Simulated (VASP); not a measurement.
Wanted: the native input for a VASP 6.6.1 run.

* Task: single point
* Functional: LDA
* Potentials or basis: VASP PAW LDA potentials, release 64 (La, Tl_d)
* Cutoff: 520 eV
* k mesh: 8 × 8 × 8
* Occupations: fermi-dirac, width 0.08 eV
* Spin: no spin polarisation
* Dipole correction: no
* k mesh for the DOS: 12 × 12 × 12
* Occupations for the DOS: tetrahedron
* Further INCAR settings: ALGO = Normal; EDIFF = 1e-06

Crystal: La3Tl.

```
La Tl
1.0
     5.06000    0.00000    0.00000
     0.00000    5.06000    0.00000
     0.00000    0.00000    5.06000
La Tl
3 1
Direct
  0.00000 0.50000 0.50000
  0.50000 0.00000 0.50000
  0.50000 0.50000 0.00000
  0.00000 0.00000 0.00000
```

These files were run (other wordings do the same):

POSCAR

```
La3Tl
1.0
    5.0600000000      0.0000000000      0.0000000000
    0.0000000000      5.0600000000      0.0000000000
    0.0000000000      0.0000000000      5.0600000000
La Tl
3 1
Direct
    0.0000000000      0.5000000000      0.5000000000
    0.5000000000      0.0000000000      0.5000000000
    0.5000000000      0.5000000000      0.0000000000
    0.0000000000      0.0000000000      0.0000000000
```

INCAR.step1

```
SYSTEM = La3Tl
PREC     = Accurate       ! precision mode
ENCUT    = 520            ! plane-wave cutoff, eV
EDIFF    = 1E-6           ! SCF threshold, eV
ISMEAR   = -1             ! smearing method
SIGMA    = 0.08           ! smearing width, eV
LREAL    = .FALSE.        ! projectors in reciprocal space
LASPH    = .TRUE.         ! aspherical terms in the spheres
NELM     = 100            ! most SCF steps
ALGO     = Normal         ! electronic algorithm
ISIF     = 2              ! what is computed and relaxed
LWAVE    = .FALSE.        ! write WAVECAR
LCHARG   = .TRUE.         ! write CHGCAR
LMAXMIX  = 6              ! l up to which the mixer works
NBANDS   = 31             ! bands
```

KPOINTS.step1

```
Automatic mesh
0
G
  8 8 8
  0 0 0
```

INCAR.step2

```
SYSTEM = La3Tl
PREC     = Accurate       ! precision mode
ENCUT    = 520            ! plane-wave cutoff, eV
EDIFF    = 1E-6           ! SCF threshold, eV
ISMEAR   = -5             ! smearing method
SIGMA    = 0.08           ! smearing width, eV
LREAL    = .FALSE.        ! projectors in reciprocal space
LASPH    = .TRUE.         ! aspherical terms in the spheres
NELM     = 100            ! most SCF steps
ALGO     = Normal         ! electronic algorithm
ISIF     = 2              ! what is computed and relaxed
LWAVE    = .FALSE.        ! write WAVECAR
LCHARG   = .FALSE.        ! write CHGCAR
LMAXMIX  = 6              ! l up to which the mixer works
LORBIT   = 11             ! projections on sites
NEDOS    = 1001           ! points of the DOS
ICHARG   = 11             ! starting density
```

KPOINTS.step2

```
Automatic mesh
0
G
  12 12 12
  0 0 0
```

Potentials or basis: VASP PAW LDA potentials, release 64 (La, Tl_d).

Command:

```console
$ cat potpaw_LDA.64/La/POTCAR potpaw_LDA.64/Tl_d/POTCAR > POTCAR
$ cp INCAR.step1 INCAR
$ cp KPOINTS.step1 KPOINTS
$ mpirun -np 1 vasp_std > vasp.out
$ cp INCAR.step2 INCAR
$ cp KPOINTS.step2 KPOINTS
$ mpirun -np 1 vasp_std > vasp.out
```

Results of the run:

```
Valence electrons inside the program's atomic spheres : La 8.65; Tl 11.32
```

Run time: 6.4 min on 1 thread of Intel(R) Xeon(R) Platinum 8259CL CPU @ 2.50GHz (Skylake/Cascade Lake), with other jobs on the host, peak memory 0.42 GiB.
